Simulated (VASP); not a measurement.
Write the native input for VASP 6.6.1 that does the following.

```yaml
Task: single point
Functional: PBE
Dispersion: D4
Potentials_or_basis: VASP PAW PBE potentials, release 64 (Mg, C)
Cutoff: 520 eV
k_mesh: 5 × 5 × 5
Occupations: fermi-dirac, width 0.05 eV
Spin: no spin polarisation
Dipole_correction: no
Further_INCAR_settings: ALGO = Normal; EDIFF = 1e-07; NBANDS = 19
```

The structure of MgC2 lies in POSCAR:

```
MgC2
1.0
    3.9252487636      0.0000000000      0.0000000000
    0.0000000000      3.9252487636      0.0000000000
    0.0000000000      0.0000000000      5.0031113763
Mg C
2 4
Direct
    0.0000000000      0.0000000000      0.5000000000
    0.5000000000      0.5000000000      0.0000000000
    0.3871269374      0.6128730626      0.5000000000
    0.1128730626      0.1128730626      0.0000000000
    0.6128730626      0.3871269374      0.5000000000
    0.8871269374      0.8871269374      0.0000000000
```

These files were run (other wordings do the same):

INCAR

```
SYSTEM = MgC2
ALGO = Normal
EDIFF = 1E-7
ENCUT = 520
GGA = PE
ISIF = 2
ISMEAR = -1
IVDW = 13
LASPH = .TRUE.
LCHARG = .FALSE.
LREAL = .FALSE.
LWAVE = .FALSE.
NBANDS = 19
NELM = 100
PREC = Accurate
SIGMA = 0.05
```

KPOINTS

```
k-points
0
G
  5 5 5
  0 0 0
```

Potentials or basis: VASP PAW PBE potentials, release 64 (Mg, C).

Command:

```console
$ cat potpaw_PBE.64/Mg/POTCAR potpaw_PBE.64/C/POTCAR > POTCAR
$ mpirun -np 1 vasp_std > vasp.out
```

It gave:

* Pressure: 0.0 GPa
* Largest force: 0.133 eV/Å
* Band gap on the k mesh: 2.64 eV (least direct gap 2.94 eV)
* Dispersion energy per atom: -0.187 eV

Run time: 45 s on 1 thread of Intel Xeon 8259CL (shared host), peak memory 0.18 GiB.
